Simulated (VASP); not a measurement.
# SiC (F-43m) in VASP: single point with HSE06

Aim: the single point of SiC with HSE06.

All numbers are computed with VASP 6.6.1; they aren't measurements. Logs are shortened: lines on timing, memory, paths and dates and some standing lists are left out, and cuts for length are marked.

### 1 The cell of the first run

The structure is cubic, space group F-43m (No. 216). The conventional cell has a = 4.500 Å, b = 4.500 Å, c = 4.500 Å, α = 90.00°, β = 90.00°, γ = 90.00°. Si (site symmetry -43m) has 4 C at 1.95 Å within 2.6 Å. Within 2.6 Å of C (site symmetry -43m) lie 4 Si at 1.95 Å.

### 2 Single point, HSE06 (strain +3.3%)

Input file POSCAR:

```
SiC
1.0
    0.0000000000      2.2501458830      2.2501458830
    2.2501458830      0.0000000000      2.2501458830
    2.2501458830      2.2501458830      0.0000000000
Si C
1 1
Direct
    0.0000000000      0.0000000000      0.0000000000
    0.2500000000      0.2500000000      0.2500000000
```

Input file INCAR.step1:

```
SYSTEM = SiC
  PREC = Accurate
  ENCUT = 520
  EDIFF = 1E-5
  ISMEAR = 0
  SIGMA = 0.01
  LREAL = .FALSE.
  LASPH = .TRUE.
  NELM = 80
  ALGO = Normal
  ISIF = 2
  LWAVE = .TRUE.
  GGA = PE
  NBANDS = 11
```

Input file INCAR.step2:

```
SYSTEM = SiC
  PREC = Accurate
  ENCUT = 520
  EDIFF = 1E-7
  ISMEAR = 0
  SIGMA = 0.01
  LREAL = .FALSE.
  LASPH = .TRUE.
  NELM = 80
  ALGO = Normal
  ISIF = 2
  LWAVE = .FALSE.
  LCHARG = .TRUE.
  GGA = PE
  LHFCALC = .TRUE.
  HFSCREEN = 0.2079
  PRECFOCK = Normal
  LELF = .TRUE.
  LVHAR = .TRUE.
  ISTART = 1
  NBANDS = 11
```

Input file KPOINTS:

```
regular mesh
0
G
  8 8 8
  0 0 0
```

Potentials or basis: VASP PAW PBE potentials, release 64 (Si, C).

On the command line:

```sh
> cat potpaw_PBE.64/Si/POTCAR potpaw_PBE.64/C/POTCAR > POTCAR
> cp INCAR.step1 INCAR
> mpirun -np 1 vasp_std > vasp.out
> cp INCAR.step2 INCAR
> mpirun -np 1 vasp_std > vasp.out
```

OUTCAR:

```text
SYSTEM = SiC
   PREC = Accurate
   ENCUT = 520
   EDIFF = 1E-7
   ISMEAR = 0
   LREAL = .FALSE.
   LASPH = .TRUE.
   NELM = 80
   ISIF = 2
   GGA = PE
   LHFCALC = .TRUE.
   HFSCREEN = 0.2079
   PRECFOCK = Normal
   ISTART = 1

 ion  position               nearest neighbor table
   1  0.000  0.000  0.000-   2 1.95   2 1.95   2 1.95   2 1.95
   2  0.250  0.250  0.250-   1 1.95   1 1.95   1 1.95   1 1.95

  LATTYP: Found a face centered cubic cell.
 ALAT       =     4.5002917660

  Lattice vectors:

 A1 = (   0.0000000000,   2.2501458830,   2.2501458830)
 A2 = (   2.2501458830,   0.0000000000,   2.2501458830)
 A3 = (   2.2501458830,   2.2501458830,   0.0000000000)

Analysis of symmetry for initial positions (statically):
=====================================================================
 Subroutine PRICEL returns:
 Original cell was already a primitive cell.

 Routine SETGRP: Setting up the symmetry group for a
 face centered cubic supercell.

 Subroutine GETGRP returns: Found 24 space group operations
 (whereof 24 operations were pure point group operations)
 out of a pool of 48 trial point group operations.

The static configuration has the point symmetry T_d .

Analysis of symmetry for dynamics (positions and initial velocities):
=====================================================================
 Subroutine PRICEL returns:
 Original cell was already a primitive cell.

 Routine SETGRP: Setting up the symmetry group for a
 face centered cubic supercell.

 Subroutine GETGRP returns: Found 24 space group operations
 (whereof 24 operations were pure point group operations)
 out of a pool of 48 trial point group operations.

The dynamic configuration has the point symmetry T_d .

 Subroutine INISYM returns: Found 24 space group operations
 (whereof 24 operations are pure point group operations),
 and found     1 'primitive' translations

----------------------------------------------------------------------------------------

                                     Primitive cell

  volume of cell :      22.7857

  direct lattice vectors                    reciprocal lattice vectors
     0.000000000  2.250145883  2.250145883    -0.222207815  0.222207815  0.222207815
     2.250145883  0.000000000  2.250145883     0.222207815 -0.222207815  0.222207815
     2.250145883  2.250145883  0.000000000     0.222207815  0.222207815 -0.222207815
[... 98 lines left out ...]
   EFERMI =   0.00;   METHOD = LEGACY
   ISMEAR =     0;   SIGMA  =   0.01  broadening in eV -4-tet -1-fermi 0-gaus
   EFERMI_NEDOS =   21; number of points for ismear=-14 and -15
   IALGO  =     38    algorithm
   IMIX   =      1    mixing-type and parameters
     AMIX     =   0.40;   BMIX     =  1.00
     AMIX_MAG =   1.60;   BMIX_MAG =  1.00
  volume/ion in A,a.u.               =      11.39        76.88
  Fermi-wavevector in a.u.,A,eV,Ry     =   1.154917  2.182477 18.147907  1.333834
  Thomas-Fermi vector in A             =   2.291550
   LORBIT       =      0    0 simple, 1 ext, 2 COOP (PROOUT), +10 PAW based schemes
   GGA     = PE    functional components
   LHFCALC =     T    Hartree Fock is set to
   PRECFOCK=normal    Normal, Fast or Accurate (Low or Medium for compatibility)
   ENCUT4O =  -1.0   cutoff for four orbital integrals eV
   NKREDX  =     1    reduce k-point grid by
   NKREDY  =     1    reduce k-point grid by
   NKREDZ  =     1    reduce k-point grid by
   AEXX    =    0.2500 exact exchange contribution
   HFSCREEN=    0.2079 screening length (either q_TF or 0.3 A-1)
   HFSCREENC=   0.2079 screening length for correlation (either q_TF or 0.3 A-1)
   ENCUTFOCK=  -1.0 apply spherical cutoff to Coloumb kernel
   IVDW    =     0    specifies the selected vdW correction
   LEPSILON=     F    determine dielectric tensor
   LRPA    =     F    only Hartree local field effects (RPA)
 non-spin polarized calculation
 Gauss-broadening in eV      SIGMA  =   0.01
  energy-cutoff  :      520.00
  volume of cell :       22.79
 maximum number of plane-waves:       636
  NGX = 18; NGY = 18; NGZ = 18

 number of electron       7.9999999 magnetization

 Free energy of the ion-electron system (eV)
  ---------------------------------------------------
  ext. energy  EPLUGINS =         0.00000000
  ---------------------------------------------------
  free energy    TOTEN  =       -17.27275423 eV

  energy without entropy =      -17.27275423  energy(sigma->0) =      -17.27275423

 E-fermi :   6.5389     XC(G=0):  -9.0378

 val. band max:        6.4773852521   @ k =   0.0000   0.0000   0.0000
 cond. band min:       8.7594211644   @ k =   0.5000   0.5000   0.0000
 fundamental gap:      2.2820359123
 Fermi energy:         6.5388521561

 k-point     1 :       0.0000    0.0000    0.0000
  band No.  band energies     occupation
      1      -9.7369      2.00000
      2       6.4774      2.00000
      3       6.4774      2.00000
      4       6.4774      2.00000
      5      12.8043      0.00000
      6      14.3658      0.00000
      7      14.3658      0.00000
      8      14.3658      0.00000
      9      21.9438      0.00000
     10      21.9438      0.00000
     11      22.9267      0.00000
[... 309 lines left out ...]
 k-point    24 :      -0.3750    0.2500    0.1250
  band No.  band energies     occupation
      1      -5.6015      2.00000
      2      -1.6588      2.00000
      3       2.6023      2.00000
      4       4.1678      2.00000
      5      12.6051      0.00000
      6      14.3056      0.00000
      7      17.3193      0.00000
      8      18.2290      0.00000
      9      20.5557      0.00000
     10      23.5175      0.00000
     11      26.2714      0.00000

 [... further k-points ...]

------------------------ aborting loop because EDIFF is reached ----------------------------------------

  FORCE on cell =-STRESS in cart. coord.  units (eV):
  Direction    XX          YY          ZZ          XY          YZ          ZX
  --------------------------------------------------------------------------------------
  -------------------------------------------------------------------------------------
  Total       -2.8217529     -2.8217529     -2.8217529      0.0000000      0.0000000     -0.0000000
  in kB     -198.4118173   -198.4118173   -198.4118173      0.0000000      0.0000000     -0.0000000
  external PRESSURE =    -198.4118173 kB  Pullay stress =       0.0000000 kB

 VOLUME and BASIS-vectors are now :
 -----------------------------------------------------------------------------
  energy-cutoff  :      520.00
  volume of cell :       22.79
      direct lattice vectors                 reciprocal lattice vectors
     0.000000000  2.250145883  2.250145883    -0.222207815  0.222207815  0.222207815
     2.250145883  0.000000000  2.250145883     0.222207815 -0.222207815  0.222207815
     2.250145883  2.250145883  0.000000000     0.222207815  0.222207815 -0.222207815

 POSITION                                       TOTAL-FORCE (eV/Angst)
 -----------------------------------------------------------------------------------
      0.00000      0.00000      0.00000         0.000000      0.000000      0.000000
      1.12507      1.12507      1.12507        -0.000000     -0.000000     -0.000000
 -----------------------------------------------------------------------------------
    total drift:                                0.000000      0.000000      0.000000

  FREE ENERGIE OF THE ION-ELECTRON SYSTEM (eV)
  ---------------------------------------------------
  free  energy   TOTEN  =       -17.2727542253 eV

  energy  without entropy=      -17.2727542253  energy(sigma->0) =      -17.27275423
```

Run time: 57 min. Hardware: 1 thread of Intel Xeon 8259CL, shared host; peak memory 0.26 GiB.

What came out:

```yaml
Free_energy: -17.2728 eV
Pressure: -19.8 GPa
Band_gap_on_the_k_mesh: 2.28 eV (least direct gap 5.58 eV)
```

Caveat: the cell differs from its parent crystal (strain +3.3%); the cell stands under tension; the PAW data sets were made with another functional, which shifts forces and pressure a little.
